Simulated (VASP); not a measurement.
Set up this calculation in VASP 6.6.1, as the native input.

```yaml
Task: single point
Functional: PBE
Potentials_or_basis: VASP PAW PBE potentials, release 64 (Ga_d, N)
Cutoff: 520 eV
k_mesh: 12 × 12 × 6
Occupations: gaussian, width 0.02 eV
Spin: no spin polarisation
Dipole_correction: no
Further_INCAR_settings: ALGO = Normal; EDIFF = 1e-07; NBANDS = 26
```

The structure of GaN lies in POSCAR:

```
GaN
1.0
    3.3222734458      0.0000000000      0.0000000000
   -1.6611367229      2.8771732024      0.0000000000
    0.0000000000      0.0000000000      5.4124284525
Ga N
2 2
Direct
    0.3333333333      0.6666666667     -0.0009087470
    0.6666666667      0.3333333333      0.4990912530
    0.3333333333      0.6666666667      0.3759087470
    0.6666666667      0.3333333333      0.8759087470
```

This cell differs from its parent crystal: volume scaled by 1.10, then relaxed in part.

One way to write it, as run:

INCAR

```
PREC = Accurate
ENCUT = 520
EDIFF = 1E-7
ISMEAR = 0
SIGMA = 0.02
LREAL = F
LASPH = T
NELM = 60
ALGO = Normal
ISIF = 2
LWAVE = F
LCHARG = T
GGA = PE
LELF = T
LVHAR = T
NBANDS = 26
```

KPOINTS

```
Automatic mesh
0
Gamma
  12 12 6
```

Potentials or basis: VASP PAW PBE potentials, release 64 (Ga_d, N).

The run is started by

```console
$ cat potpaw_PBE.64/Ga_d/POTCAR potpaw_PBE.64/N/POTCAR > POTCAR
$ mpirun -np 1 vasp_std > vasp.out
```

Results of the run:

| Quantity | Value |
| --- | --- |
| Pressure | -13.0 GPa |
| Largest force | 0.009 eV/Å |
| Band gap on the k mesh | 1.08 eV, direct |

It took 60 s on 1 thread of Intel(R) Xeon(R) 6975P-C (Granite Rapids) (shared host), peak memory 0.22 GiB.
